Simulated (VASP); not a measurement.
Set up this calculation in VASP 6.6.1, as the native input.

```
Task                   : single point
Functional             : r2SCAN
Potentials or basis    : VASP PAW PBE potentials, release 64 (Na_pv, Zn, Cl)
Cutoff                 : 520 eV
k mesh                 : 6 × 6 × 6
Occupations            : gaussian, width 0.01 eV
Spin                   : no spin polarisation
Dipole correction      : no
Further INCAR settings : ALGO = Normal; EDIFF = 1e-07; NBANDS = 28
```

Crystal: NaZnCl3.

```
CELL_PARAMETERS angstrom
4.88232 0.00000 0.00000
0.00000 4.88232 0.00000
0.00000 0.00000 4.88232
ATOMIC_POSITIONS crystal
Na 0.00000 0.00000 0.00000
Zn 0.50000 0.50000 0.50000
Cl 0.50000 0.50000 0.00000
Cl 0.50000 0.00000 0.50000
Cl 0.00000 0.50000 0.50000
```

This cell differs from its parent crystal: strain +0.5%.

These files were run (other wordings do the same):

POSCAR

```
NaZnCl3
1.0
    4.8823234109      0.0000000000      0.0000000000
    0.0000000000      4.8823234109      0.0000000000
    0.0000000000      0.0000000000      4.8823234109
Na Zn Cl
1 1 3
Direct
    0.0000000000      0.0000000000      0.0000000000
    0.5000000000      0.5000000000      0.5000000000
    0.5000000000      0.5000000000      0.0000000000
    0.5000000000      0.0000000000      0.5000000000
    0.0000000000      0.5000000000      0.5000000000
```

INCAR.step1

```
SYSTEM = NaZnCl3
  ALGO = Normal
  EDIFF = 1E-4
  ENCUT = 520
  GGA = PE
  ISMEAR = 0
  LASPH = .TRUE.
  LCHARG = .FALSE.
  LREAL = .FALSE.
  LWAVE = .TRUE.
  NBANDS = 28
  NELM = 60
  PREC = Accurate
  SIGMA = 0.01
```

INCAR.step2

```
SYSTEM = NaZnCl3
  ALGO = Normal
  EDIFF = 1E-7
  ENCUT = 520
  ISIF = 2
  ISMEAR = 0
  ISTART = 1
  LASPH = .TRUE.
  LCHARG = .FALSE.
  LMIXTAU = .TRUE.
  LREAL = .FALSE.
  LWAVE = .FALSE.
  METAGGA = R2SCAN
  NBANDS = 28
  NELM = 60
  PREC = Accurate
  SIGMA = 0.01
```

KPOINTS

```
k-points
0
G
  6 6 6
  0 0 0
```

Potentials or basis: VASP PAW PBE potentials, release 64 (Na_pv, Zn, Cl).

Command:

```sh
$ cat potpaw_PBE.64/Na_pv/POTCAR potpaw_PBE.64/Zn/POTCAR potpaw_PBE.64/Cl/POTCAR > POTCAR
$ cp INCAR.step1 INCAR
$ mpirun -np 1 vasp_std > vasp.out
$ cp INCAR.step2 INCAR
$ mpirun -np 1 vasp_std > vasp.out
```

Results of the run:

```
Pressure               : -0.6 GPa
Band gap on the k mesh : 2.30 eV (least direct gap 2.89 eV)
```

Caveat: the cell differs from its parent crystal (strain +0.5%); the PAW data sets were made with another functional, which shifts forces and pressure a little.

Wall time 92 s on 1 thread of Intel(R) Xeon(R) 6975P-C (Granite Rapids), with other jobs on the host, peak memory 0.24 GiB.
